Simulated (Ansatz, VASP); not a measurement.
BeTe: VASP beside Ansatz

File INCAR:

```
ALGO     = Normal         # electronic algorithm
EDIFF    = 1E-6           # SCF threshold, eV
ENCUT    = 600            # plane-wave cutoff, eV
GGA      = PS             # functional
GGA_COMPAT= F            
ISIF     = 2              # what is computed and relaxed
ISMEAR   = -1             # smearing method
LASPH    = T              # aspherical terms in the spheres
LCHARG   = T              # write CHGCAR
LELF     = T              # ELF
LREAL    = F              # projectors in reciprocal space
LVHAR    = T            
LWAVE    = F              # write WAVECAR
NBANDS   = 11             # bands
NELM     = 120            # most SCF steps
PREC     = Accurate       # precision mode
SIGMA    = 0.01           # smearing width, eV
```

Contents of KPOINTS:

```
k-points
0
Gamma
  6 6 6
```

The input POSCAR:

```
BeTe
1.0
    0.0000000000      2.8331812673      2.8331812673
    2.8331812673      0.0000000000      2.8331812673
    2.8331812673      2.8331812673      0.0000000000
Be Te
1 1
Direct
    0.0000000000      0.0000000000      0.0000000000
    0.2500000000      0.2500000000      0.2500000000
```

Input for Ansatz:

```yaml
crystal:
  lattice:
    - [0.0, 2.83318126730199, 2.83318126730199]
    - [2.83318126730199, 0.0, 2.83318126730199]
    - [2.83318126730199, 2.83318126730199, 0.0]
  atoms:
    - { symbol: Be, position: [0.0, 0.0, 0.0] }
    - { symbol: Te, position: [0.25, 0.25, 0.25] }
basis:
  ecutwfc: 500.0
kpoints:
  mp_grid:
    grid: [6, 6, 6]
hamiltonian:
  xc: pbesol
  pseudopotentials:
    kind: paw
scf:
  occupations:
    method: fermi_dirac
    width: 0.01
output:
  stress: true
```

Alike in both runs: task single point; functional PBEsol; k mesh 6 × 6 × 6; occupations fermi-dirac, width 0.01 eV; no spin polarisation.

|  | VASP | Ansatz |
| --- | --- | --- |
| version | VASP 6.6.1 | Ansatz 0.2.0 |
| potentials or method | VASP PAW PBE potentials, release 64 (Be, Te), cutoff 600 eV | plane waves, PAW |
| valence electrons in the cell | 8 | 18 |

```tsv
	VASP	Ansatz	Ansatz less VASP
pressure (GPa)	-1.6	-1.8	-0.23
```

VASP's potentials were made for PBE, not for PBEsol. VASP's potentials hold 8 valence electrons a cell and Ansatz's 18, so a difference there can come from the potentials and not from the codes.

Neither program's run includes spin-orbit coupling.
